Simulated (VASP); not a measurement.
# KF (Fm-3m) in VASP: settings compared

KF is run at these levels: PBE, r2SCAN; tasks: single point.

Everything below comes from runs of VASP 6.6.1. Logs are shortened: lines on timing, memory, paths and dates and some standing lists are left out, and cuts for length are marked.

## 1. The cell of the first run

Symmetry: Fm-3m, No. 225, cubic system. The conventional cell has a = 5.318 Å, b = 5.318 Å, c = 5.318 Å, α = 90.00°, β = 90.00°, γ = 90.00°. K (site symmetry m-3m) has 6 F at 2.66 Å within 3.5 Å. F (site symmetry m-3m) has 6 K at 2.66 Å within 3.5 Å.

## 2. Single point, PBE

INCAR

```
SYSTEM = KF
  PREC = Accurate
  ENCUT = 520
  EDIFF = 1E-6
  ISMEAR = 0
  SIGMA = 0.01
  LREAL = .False.
  LASPH = .True.
  NELM = 80
  ALGO = Normal
  ISIF = 2
  LWAVE = .False.
  LCHARG = .False.
  GGA = PE
  NBANDS = 15
```

KPOINTS

```
Automatic mesh
0
Gamma
  6 6 6
  0 0 0
```

POSCAR

```
KF
1.0
    0.0000000000      2.6589612452      2.6589612452
    2.6589612452      0.0000000000      2.6589612452
    2.6589612452      2.6589612452      0.0000000000
K F
1 1
Direct
    0.0000000000      0.0000000000      0.0000000000
    0.5000000000      0.5000000000      0.5000000000
```

Potentials or basis: VASP PAW PBE potentials, release 64 (K_sv, F).

Launch:

```
cat potpaw_PBE.64/K_sv/POTCAR potpaw_PBE.64/F/POTCAR > POTCAR
mpirun -np 1 vasp_std > vasp.out
```

OUTCAR:

```text
SYSTEM = KF
   PREC = Accurate
   ENCUT = 520
   EDIFF = 1E-6
   ISMEAR = 0
   LREAL = .False.
   LASPH = .True.
   NELM = 80
   ISIF = 2
   GGA = PE

 ion  position               nearest neighbor table
   1  0.000  0.000  0.000-   2 2.66   2 2.66   2 2.66   2 2.66   2 2.66   2 2.66
   2  0.500  0.500  0.500-   1 2.66   1 2.66   1 2.66   1 2.66   1 2.66   1 2.66

  LATTYP: Found a face centered cubic cell.
 ALAT       =     5.3179224904

  Lattice vectors:

 A1 = (   0.0000000000,   2.6589612452,   2.6589612452)
 A2 = (   2.6589612452,   0.0000000000,   2.6589612452)
 A3 = (   2.6589612452,   2.6589612452,   0.0000000000)

Analysis of symmetry for initial positions (statically):
=====================================================================
 Subroutine PRICEL returns:
 Original cell was already a primitive cell.

 Routine SETGRP: Setting up the symmetry group for a
 face centered cubic supercell.

 Subroutine GETGRP returns: Found 48 space group operations
[... 9 lines left out ...]

 Routine SETGRP: Setting up the symmetry group for a
 face centered cubic supercell.

 Subroutine GETGRP returns: Found 48 space group operations
[... 11 lines left out ...]
                                     Primitive cell

  volume of cell :      37.5981

  direct lattice vectors                    reciprocal lattice vectors
     0.000000000  2.658961245  2.658961245    -0.188043357  0.188043357  0.188043357
     2.658961245  0.000000000  2.658961245     0.188043357 -0.188043357  0.188043357
     2.658961245  2.658961245  0.000000000     0.188043357  0.188043357 -0.188043357

  length of vectors
     3.760339055  3.760339055  3.760339055     0.325700649  0.325700649  0.325700649

  position of ions in fractional coordinates (direct lattice)
     0.000000000  0.000000000  0.000000000
     0.500000000  0.500000000  0.500000000

  ion indices of the primitive-cell ions
   primitive index   ion index
                 1           1
                 2           2

----------------------------------------------------------------------------------------

 KPOINTS: Automatic mesh

Automatic generation of k-mesh.
 Grid dimensions read from file:
 generate k-points for:    6    6    6

 Generating k-lattice:

  Cartesian coordinates                     Fractional coordinates (reciprocal lattice)
    -0.031340560  0.031340560  0.031340560     0.166666667  0.000000000  0.000000000
     0.031340560 -0.031340560  0.031340560     0.000000000  0.166666667  0.000000000
     0.031340560  0.031340560 -0.031340560     0.000000000  0.000000000  0.166666667

  Length of vectors
     0.054283442  0.054283442  0.054283442

  Shift w.r.t. Gamma in fractional coordinates (k-lattice)
     0.000000000  0.000000000  0.000000000

 Subroutine IBZKPT returns following result:
 ===========================================

 Found     16 irreducible k-points:

 Following reciprocal coordinates:
            Coordinates               Weight
  0.000000  0.000000  0.000000      1.000000
  0.166667  0.000000  0.000000      8.000000
  0.333333  0.000000  0.000000      8.000000
  0.500000  0.000000  0.000000      4.000000
  0.166667  0.166667  0.000000      6.000000
  0.333333  0.166667  0.000000     24.000000
[... 8 lines left out ...]
 -0.333333  0.333333  0.166667     24.000000
 -0.333333  0.500000  0.166667     12.000000
   k-points           NKPTS =     16   k-points in BZ     NKDIM =     16   number of bands    NBANDS=     15
   number of dos      NEDOS =    301   number of ions     NIONS =      2
   total plane-waves  NPLWV =  21952
   dimension x,y,z NGX =    28 NGY =   28 NGZ =   28
   dimension x,y,z NGXF=    56 NGYF=   56 NGZF=   56
   ions per type =               1   1
   NGX,Y,Z   is equivalent  to a cutoff of  12.38, 12.38, 12.38 a.u.
   NGXF,Y,Z  is equivalent  to a cutoff of  24.76, 24.76, 24.76 a.u.
 SYSTEM =  KF
   PREC   = accura    normal or accurate (medium, high low for compatibility)
   ISTART =      0    job   : 0-new  1-cont  2-samecut
   ICHARG =      2    charge: 1-file 2-atom 10-const
   ISPIN  =      1    spin polarized calculation?
   LNONCOLLINEAR =      F non collinear calculations
   LSORBIT =      F    spin-orbit coupling
   LASPH  =      T    aspherical Exc in radial PAW
   ENCUT  =  520.0 eV  38.22 Ry    6.18 a.u.   6.99  6.99  6.99*2*pi/ulx,y,z
   NELM   =     80;   NELMIN=  2; NELMDL= -5     # of ELM steps
   EDIFF  = 0.1E-05   stopping-criterion for ELM
   LREAL  =      F    real-space projection
   EDIFFG = 0.1E-04   stopping-criterion for IOM
   NSW    =      0    number of steps for IOM
   IBRION =     -1    ionic relax: 0-MD 1-quasi-New 2-CG
   NFREE  =      0    steps in history (QN), initial steepest desc. (CG)
   ISIF   =      2    stress and relaxation
   ISYM   =      2    0-nonsym 1-usesym 2-fastsym
   POTIM  = 0.5000    time-step for ionic-motion
   TEBEG  =    0.0;   TEEND  =   0.0 temperature during run
   PSTRESS=    0.0 pullay stress
   NELECT =      16.0000    total number of electrons
   NUPDOWN=      -1.0000    fix difference up-down
   EMIN   =  10.00;   EMAX   =-10.00  energy-range for DOS
   EFERMI =   0.00;   METHOD = LEGACY
   ISMEAR =     0;   SIGMA  =   0.01  broadening in eV -4-tet -1-fermi 0-gaus
   EFERMI_NEDOS =   21; number of points for ismear=-14 and -15
   IALGO  =     38    algorithm
   IMIX   =      4    mixing-type and parameters
     AMIX     =   0.40;   BMIX     =  1.00
     AMIX_MAG =   1.60;   BMIX_MAG =  1.00
  volume/ion in A,a.u.               =      18.80       126.86
  Fermi-wavevector in a.u.,A,eV,Ry     =   1.231382  2.326975 20.630538  1.516302
  Thomas-Fermi vector in A             =   2.366194
   LORBIT       =      0    0 simple, 1 ext, 2 COOP (PROOUT), +10 PAW based schemes
   GGA     = PE    functional components
   LHFCALC =     F    Hartree Fock is set to
   AEXX    =    0.0000 exact exchange contribution
   IVDW    =     0    specifies the selected vdW correction
   LEPSILON=     F    determine dielectric tensor
   LRPA    =     F    only Hartree local field effects (RPA)
 non-spin polarized calculation
 Gauss-broadening in eV      SIGMA  =   0.01
  energy-cutoff  :      520.00
  volume of cell :       37.60
 maximum number of plane-waves:      1020
   NGX = 13   NGY = 13   NGZ = 13

 number of electron      16.0000010 magnetization

[... 49 lines left out ...]
     15      15.4939      0.00000

 k-point     3 :       0.3333    0.0000    0.0000
  band No.  band energies     occupation
      1     -28.7871      2.00000
      2     -21.5008      2.00000
      3     -12.3154      2.00000
      4     -12.1307      2.00000
      5     -12.1307      2.00000
      6      -3.4001      2.00000
      7      -3.0371      2.00000
      8      -3.0371      2.00000
      9       5.7852      0.00000
     10       7.3818      0.00000
     11       9.0553      0.00000
     12       9.0553      0.00000
     13      10.7538      0.00000
     14      10.7538      0.00000
     15      15.1548      0.00000

 k-point     4 :       0.5000    0.0000    0.0000
  band No.  band energies     occupation
      1     -28.7613      2.00000
      2     -21.5249      2.00000
      3     -12.3849      2.00000
      4     -12.1400      2.00000
      5     -12.1400      2.00000
      6      -3.5737      2.00000
      7      -3.1239      2.00000
      8      -3.1239      2.00000
      9       6.3639      0.00000
     10       7.9496      0.00000
     11       9.3758      0.00000
     12       9.3758      0.00000
     13      11.6318      0.00000
     14      11.6318      0.00000
     15      13.5336      0.00000

 k-point     5 :       0.1667    0.1667    0.0000
  band No.  band energies     occupation
      1     -28.8302      2.00000
      2     -21.4544      2.00000
      3     -12.1575      2.00000
      4     -12.1575      2.00000
      5     -12.1493      2.00000
      6      -3.1339      2.00000
      7      -2.7944      2.00000
      8      -2.7944      2.00000
      9       4.4058      0.00000
     10       7.0741      0.00000
     11       8.6665      0.00000
     12       8.6665      0.00000
     13       9.9101      0.00000
     14       9.9225      0.00000
     15      15.9388      0.00000

 k-point     6 :       0.3333    0.1667    0.0000
  band No.  band energies     occupation
      1     -28.7894      2.00000
      2     -21.4809      2.00000
      3     -12.3033      2.00000
      4     -12.1947      2.00000
      5     -12.1875      2.00000
      6      -3.3032      2.00000
      7      -2.9386      2.00000
      8      -2.8916      2.00000
      9       5.6560      0.00000
     10       6.7034      0.00000
     11       9.1987      0.00000
     12       9.3851      0.00000
     13      10.3692      0.00000
     14      10.5748      0.00000
     15      15.7712      0.00000

 k-point     7 :       0.5000    0.1667    0.0000
  band No.  band energies     occupation
      1     -28.7559      2.00000
      2     -21.5060      2.00000
      3     -12.4127      2.00000
      4     -12.2406      2.00000
      5     -12.1868      2.00000
      6      -3.3924      2.00000
      7      -3.0743      2.00000
      8      -3.0465      2.00000
      9       6.5070      0.00000
     10       7.4156      0.00000
     11       9.1827      0.00000
[... 82 lines left out ...]
      4     -12.3425      2.00000
      5     -12.2161      2.00000
      6      -3.2477      2.00000
      7      -3.0350      2.00000
      8      -2.9411      2.00000
      9       6.5791      0.00000
     10       7.6301      0.00000
     11       8.7127      0.00000
     12      10.5408      0.00000
     13      10.8792      0.00000
     14      11.9606      0.00000
     15      13.9544      0.00000

 k-point    13 :       0.5000    0.5000    0.0000
  band No.  band energies     occupation
      1     -28.7394      2.00000
      2     -21.4492      2.00000
      3     -12.6854      2.00000
      4     -12.3229      2.00000
      5     -12.3229      2.00000
      6      -2.9705      2.00000
      7      -2.8191      2.00000
      8      -2.8191      2.00000
      9       5.4472      0.00000
     10       7.6194      0.00000
     11       9.1636      0.00000
     12      10.9245      0.00000
     13      11.5532      0.00000
     14      11.5532      0.00000
     15      13.2324      0.00000

 k-point    14 :       0.5000    0.3333    0.1667
  band No.  band energies     occupation
      1     -28.7583      2.00000
      2     -21.4860      2.00000
      3     -12.4082      2.00000
      4     -12.3512      2.00000
      5     -12.1860      2.00000
      6      -3.2700      2.00000
      7      -3.0429      2.00000
      8      -2.8763      2.00000
      9       6.5436      0.00000
     10       6.7182      0.00000
     11       9.0052      0.00000
     12      10.2387      0.00000
     13      10.6168      0.00000
     14      11.8050      0.00000
     15      13.6908      0.00000

 k-point    15 :      -0.3333    0.3333    0.1667
  band No.  band energies     occupation
      1     -28.7426      2.00000
      2     -21.4883      2.00000
      3     -12.4687      2.00000
      4     -12.4186      2.00000
      5     -12.1869      2.00000
      6      -3.2521      2.00000
      7      -2.9969      2.00000
      8      -2.9749      2.00000
      9       6.8545      0.00000
     10       7.1939      0.00000
     11       8.7555      0.00000
     12      10.5173      0.00000
     13      11.1390      0.00000
     14      12.3802      0.00000
     15      12.8733      0.00000

 k-point    16 :      -0.3333    0.5000    0.1667
  band No.  band energies     occupation
      1     -28.7371      2.00000
      2     -21.4692      2.00000
      3     -12.5966      2.00000
      4     -12.4153      2.00000
      5     -12.2251      2.00000
      6      -3.0916      2.00000
      7      -2.9545      2.00000
      8      -2.8815      2.00000
      9       6.2074      0.00000
     10       7.9307      0.00000
     11       8.2597      0.00000
     12      10.8533      0.00000
     13      11.5602      0.00000
     14      12.4484      0.00000
     15      12.6883      0.00000

------------------------ aborting loop because EDIFF is reached ----------------------------------------

  FORCE on cell =-STRESS in cart. coord.  units (eV):
  Direction    XX          YY          ZZ          XY          YZ          ZX
  --------------------------------------------------------------------------------------
  -------------------------------------------------------------------------------------
  Total        0.4613031      0.4613031      0.4613031     -0.0000000      0.0000000      0.0000000
  in kB       19.6576201     19.6576201     19.6576201     -0.0000000      0.0000000      0.0000000
  external PRESSURE =      19.6576201 kB  Pullay stress =       0.0000000 kB

 VOLUME and BASIS-vectors are now :
 -----------------------------------------------------------------------------
  energy-cutoff  :      520.00
  volume of cell :       37.60
      direct lattice vectors                 reciprocal lattice vectors
     0.000000000  2.658961245  2.658961245    -0.188043357  0.188043357  0.188043357
     2.658961245  0.000000000  2.658961245     0.188043357 -0.188043357  0.188043357
     2.658961245  2.658961245  0.000000000     0.188043357  0.188043357 -0.188043357

 POSITION                                       TOTAL-FORCE (eV/Angst)
 -----------------------------------------------------------------------------------
      0.00000      0.00000      0.00000         0.000000      0.000000      0.000000
      2.65896      2.65896      2.65896        -0.000000     -0.000000     -0.000000
 -----------------------------------------------------------------------------------
    total drift:                                0.000000      0.000000      0.000000

  FREE ENERGIE OF THE ION-ELECTRON SYSTEM (eV)
  ---------------------------------------------------
  free  energy   TOTEN  =        -8.2835889430 eV

  energy  without entropy=       -8.2835889430  energy(sigma->0) =       -8.28358894
```

It took 9.6 s on 1 thread of AMD EPYC 7R13 (Zen 3), shared host; peak memory 0.12 GiB.

Results:

```
Free energy            : -8.2836 eV
Pressure               : 2.0 GPa
Band gap on the k mesh : 6.24 eV, direct
```

## 3. Single point, PBE

INCAR

```
PREC = Accurate ; ENCUT = 520
EDIFF = 1E-6 ; ISMEAR = 0
SIGMA = 0.01 ; LREAL = F
LASPH = T ; NELM = 100
ALGO = Normal ; ISIF = 2
LWAVE = F ; LCHARG = F
GGA = PE ; NBANDS = 15
```

KPOINTS

```
regular mesh
0
Gamma
  6 6 6
```

POSCAR is that of step 2.

Potentials or basis: VASP PAW PBE potentials, release 64 (K_sv, F).

Launch:

```
cat potpaw_PBE.64/K_sv/POTCAR potpaw_PBE.64/F/POTCAR > POTCAR
mpirun -np 1 vasp_std > vasp.out
```

It took 11 s on 1 thread of AMD EPYC 7R13 (Zen 3), shared host; peak memory 0.12 GiB.

The run converged. Its results:

```
Free energy            : -8.2836 eV
Pressure               : 2.0 GPa
Band gap on the k mesh : 6.24 eV, direct
```

Levels at points of the mesh, in eV from the valence-band top:
```tsv
k point	band 5	band 6	band 7	band 8	band 9	band 10	band 11	band 12
(0.00, 0.00, 0.00)	-9.34	0.00	0.00	0.00	6.24	10.72	10.72	10.72
(0.50, 0.00, 0.00)	-9.37	-0.81	-0.36	-0.36	9.13	10.71	12.14	12.14
(0.50, 0.50, 0.00)	-9.56	-0.21	-0.05	-0.05	8.21	10.38	11.93	13.69
```

## 4. Single point, r2SCAN

POSCAR is that of step 3.

INCAR.step1

```
SYSTEM = KF
ALGO     = Normal         ! electronic algorithm
EDIFF    = 1E-4           ! SCF threshold, eV
ENCUT    = 520            ! plane-wave cutoff, eV
GGA      = PE             ! functional
ISMEAR   = 0              ! smearing method
LASPH    = .TRUE.         ! aspherical terms in the spheres
LCHARG   = .FALSE.        ! write CHGCAR
LREAL    = .FALSE.        ! projectors in reciprocal space
LWAVE    = .TRUE.         ! write WAVECAR
NBANDS   = 15             ! bands
NELM     = 100            ! most SCF steps
PREC     = Accurate       ! precision mode
SIGMA    = 0.01           ! smearing width, eV
```

INCAR.step2

```
SYSTEM = KF
ALGO     = Normal         ! electronic algorithm
EDIFF    = 1E-7           ! SCF threshold, eV
ENCUT    = 520            ! plane-wave cutoff, eV
ISIF     = 2              ! what is computed and relaxed
ISMEAR   = 0              ! smearing method
ISTART   = 1            
LASPH    = .TRUE.         ! aspherical terms in the spheres
LCHARG   = .TRUE.         ! write CHGCAR
LELF     = .TRUE.         ! ELF
LMIXTAU  = .TRUE.       
LREAL    = .FALSE.        ! projectors in reciprocal space
LVHAR    = .TRUE.       
LWAVE    = .FALSE.        ! write WAVECAR
METAGGA  = R2SCAN         ! meta-GGA
NBANDS   = 15             ! bands
NELM     = 100            ! most SCF steps
PREC     = Accurate       ! precision mode
SIGMA    = 0.01           ! smearing width, eV
```

KPOINTS

```
k-points
0
G
  6 6 6
  0 0 0
```

Launch:

```
cat potpaw_PBE.64/K_sv/POTCAR potpaw_PBE.64/F/POTCAR > POTCAR
cp INCAR.step1 INCAR
mpirun -np 1 vasp_std > vasp.out
cp INCAR.step2 INCAR
mpirun -np 1 vasp_std > vasp.out
```

Wall time 49 s (1 thread of AMD EPYC 7R13 (Zen 3), shared host); peak memory 0.13 GiB.

The run converged. Its results:

```
Free energy            : -14.9729 eV
Pressure               : 0.0 GPa
Band gap on the k mesh : 6.91 eV, direct
```

Levels at points of the mesh, in eV from the valence-band top:
```tsv
k point	band 6	band 7	band 8	band 9	band 10	band 11
(0.00, 0.00, 0.00)	0.00	0.00	0.00	6.91	11.49	11.49
(0.50, 0.00, 0.00)	-0.78	-0.35	-0.35	9.74	11.36	12.99
(0.50, 0.50, 0.00)	-0.20	-0.05	-0.05	8.78	11.31	12.54
```

Caveat: the PAW data sets were made with another functional, which shifts forces and pressure a little. r2SCAN opens gaps a little over a GGA but as a rule still falls short of measured ones.

## 5. Single point, PBE

INCAR

```
SYSTEM = KF
PREC = Accurate ; ENCUT = 520
EDIFF = 1E-7 ; ISMEAR = 0
SIGMA = 0.01 ; LREAL = .FALSE.
LASPH = .TRUE. ; NELM = 60
ALGO = Normal ; ISIF = 2
LWAVE = .FALSE. ; LCHARG = .TRUE.
GGA = PE ; LELF = .TRUE.
LVHAR = .TRUE. ; NBANDS = 15
```

KPOINTS

```
regular mesh
0
G
  8 8 8
  0 0 0
```

POSCAR is that of step 4.

Launch:

```
cat potpaw_PBE.64/K_sv/POTCAR potpaw_PBE.64/F/POTCAR > POTCAR
mpirun -np 1 vasp_std > vasp.out
```

Wall time 17 s (1 thread of AMD EPYC 7R13 (Zen 3), shared host); peak memory 0.13 GiB.

It converged, with:

```yaml
Free_energy: -8.2836 eV
Pressure: 2.0 GPa
Band_gap_on_the_k_mesh: 6.24 eV, direct
```

Levels at points of the mesh, in eV from the valence-band top:
| k point | band 6 | band 7 | band 8 | band 9 | band 10 | band 11 |
| --- | --- | --- | --- | --- | --- | --- |
| (0.00, 0.00, 0.00) | 0.00 | 0.00 | 0.00 | 6.24 | 10.72 | 10.72 |
| (0.50, 0.00, 0.00) | -0.81 | -0.36 | -0.36 | 9.13 | 10.71 | 12.14 |
| (0.50, 0.50, 0.00) | -0.21 | -0.05 | -0.05 | 8.21 | 10.38 | 11.93 |

## 6. The runs side by side

```tsv
level	k mesh	gap on the mesh (eV)	pressure (GPa)
PBE	6 × 6 × 6	6.24	2.0
r2SCAN	6 × 6 × 6	6.91	0.0
PBE	8 × 8 × 8	6.24	2.0
```

Alike in all rows: task single point; potentials or basis VASP PAW PBE potentials, release 64 (K_sv, F); no spin polarisation; cell as given; cutoff (eV) 520; smearing gaussian 0.01 eV.

On the cell as given the gap runs from 6.24 eV (PBE) to 6.91 eV (r2SCAN); the meshes differ, which moves gaps too. The pressure there spans 0.0 GPa (r2SCAN) to 2.0 GPa (PBE); a positive pressure means that this level wants a larger cell, a negative one a smaller.

Caveats: the PAW data sets were made with another functional, which shifts forces and pressure a little (some runs).

Absolute energies hang on the potentials; compare differences alone.
